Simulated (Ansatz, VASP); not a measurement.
# One calculation of Mn, two programs

```
CELL_PARAMETERS angstrom
2.27233 0.00000 0.00000
0.00000 2.27233 0.00000
0.00000 0.00000 2.27233
ATOMIC_POSITIONS crystal
Mn 0.00000 0.00000 0.00000
```

Change from the starting cell: volume scaled by 0.98.

Alike in both runs: task single point; functional PBE; k mesh 14 × 14 × 14; occupations fermi-dirac, width 0.05 eV; collinear spin.

```csv
,VASP,Ansatz
version,VASP 6.6.1,Ansatz 0.2.0
potentials or method,"VASP PAW PBE potentials, release 64 (Mn_pv), cutoff 520 eV","all-electron LAPW, scalar-relativistic"
```

VASP gave:

| Item | Value |
| --- | --- |
| pressure (GPa) | 4.4 |
| net moment per atom (μB) | 0.43 |
| size of the moment on the site where the two differ most (μB) | 0.43 |

Task: Estimate Ansatz's values.

Result: Pressure (GPa): 4.3; net moment per atom (μB): 0.44; size of the moment on the site where the two differ most (μB): 0.44.

Site moments also hang on the region over which each program counts them. Ansatz ran all-electron here, and VASP with PAW potentials.
